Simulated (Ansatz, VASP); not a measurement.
**Hf: VASP beside Ansatz**

The input INCAR:

```
AGGAC = 1.0 ; AGGAX = 1.0
ALDAC = 0.0 ; ALDAX = 1.0
ALGO = Normal ; EDIFF = 1E-6
ENCUT = 520 ; GGA = B5
ISIF = 2 ; ISMEAR = -1
LASPH = True ; LCHARG = False
LREAL = False ; LWAVE = False
NBANDS = 17 ; NELM = 100
PREC = Accurate ; SIGMA = 0.1
```

Contents of KPOINTS:

```
k-points
0
Gamma
  9 9 9
```

File POSCAR:

```
Hf
1.0
    0.0000000000      3.3886650900      3.3886650900
    3.3886650900      0.0000000000      3.3886650900
    3.3886650900      3.3886650900      0.0000000000
Hf
2
Direct
    0.1250000000      0.1250000000      0.1250000000
    0.8750000000      0.8750000000      0.8750000000
```

Input for Ansatz:

```yaml
crystal:
  lattice:
    - [0.0, 3.38866509, 3.38866509]
    - [3.38866509, 0.0, 3.38866509]
    - [3.38866509, 3.38866509, 0.0]
  atoms:
    - { symbol: Hf, position: [0.125, 0.125, 0.125] }
    - { symbol: Hf, position: [0.875, 0.875, 0.875] }
hamiltonian:
  xc: blyp
  pseudopotentials:
    kind: paw
    azcp:
      Hf: "pseudopotentials/Hf.paw.azcp"
basis:
  ecutwfc: 420
  fft_grid_basis: typed
kpoints:
  mp_grid: { grid: [9, 9, 9], shift: [0, 0, 0] }
magnetization:
  spin_polarized: false
scf:
  occupations: { method: fermi_dirac, width: 0.1 }
  lower_state_search: "off"
output:
  stress: true
```

Alike in both runs: task single point; functional BLYP; k mesh 9 × 9 × 9; occupations fermi-dirac, width 0.1 eV; no spin polarisation.

|  | VASP | Ansatz |
| --- | --- | --- |
| version | VASP 6.6.1 | Ansatz 0.2.0 |
| potentials or method | VASP PAW PBE potentials, release 64 (Hf_pv), cutoff 520 eV | plane waves (420 eV) with PAW, scalar-relativistic |
| valence electrons in the cell | 20 | 52 |

Ansatz gave:

| Property | Result |
| --- | --- |
| pressure (GPa) | -1.0 |

**Question.** Which values does VASP return?

**Answer.** Pressure (GPa): -1.1.

VASP's potentials were made for PBE, not for BLYP. The functional is the same, so the differences come from potentials, cutoffs and numerics. VASP's potentials hold 20 valence electrons a cell and Ansatz's 52, so a difference there can come from the potentials and not from the codes.

Spin-orbit coupling is off throughout.
